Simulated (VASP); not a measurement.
Here is a VASP 6.6.1 calculation.

INCAR

```
SYSTEM = WS2
ALGO = Normal ; EDIFF = 1E-7
EDIFFG = -0.002 ; ENCUT = 600
IBRION = 2 ; ISIF = 3
ISMEAR = 0 ; LASPH = .TRUE.
LCHARG = .FALSE. ; LREAL = .FALSE.
LWAVE = .FALSE. ; NELM = 60
NSW = 100 ; PREC = Accurate
SIGMA = 0.02
```

Contents of KPOINTS:

```
k-points
0
G
  12 12 2
  0 0 0
```

File POSCAR:

```
WS2
1.0
    3.1842228900      0.0000000000      0.0000000000
   -1.5921114500      2.7576179200      0.0000000000
    0.0000000000      0.0000000000     12.9782823600
W S
2 4
Direct
    0.3333333300      0.6666666700      0.2500000000
    0.6666666700      0.3333333300      0.7500000000
    0.3333333300      0.6666666700      0.6298049400
    0.6666666700      0.3333333300      0.1298049400
    0.3333333300      0.6666666700      0.8701950600
    0.6666666700      0.3333333300      0.3701950600
```

Potentials or basis: VASP PAW LDA potentials, release 64 (W_sv, S).

Launch:

```sh
$ cat potpaw_LDA.64/W_sv/POTCAR potpaw_LDA.64/S/POTCAR > POTCAR
$ mpirun -np 1 vasp_std > vasp.out
```

Q: What does it give for the band gap on the k mesh?

A: 0.85 eV (least direct gap 1.88 eV).

Q: Estimate the relaxed volume.

A: 17.20 Å³/atom.

Q: What does it give for the relaxed cell?

A: a = 3.130 Å, b = 3.130 Å, c = 12.162 Å, α = 90.00°, β = 90.00°, γ = 120.00°.

Final structure:
```yaml
crystal:
  lattice:
    - [3.12984, 0.00000, 0.00000]
    - [-1.56492, 2.71052, 0.00000]
    - [0.00000, 0.00000, 12.16181]
  atoms:
    - { symbol: W, position: [0.33333, 0.66667, 0.25000] }
    - { symbol: W, position: [0.66667, 0.33333, 0.75000] }
    - { symbol: S, position: [0.33333, 0.66667, 0.62147] }
    - { symbol: S, position: [0.66667, 0.33333, 0.12147] }
    - { symbol: S, position: [0.33333, 0.66667, 0.87853] }
    - { symbol: S, position: [0.66667, 0.33333, 0.37853] }
```

Caveat: spin-orbit coupling is left out, which moves the levels of the heavy elements. A k mesh can miss the band edges.
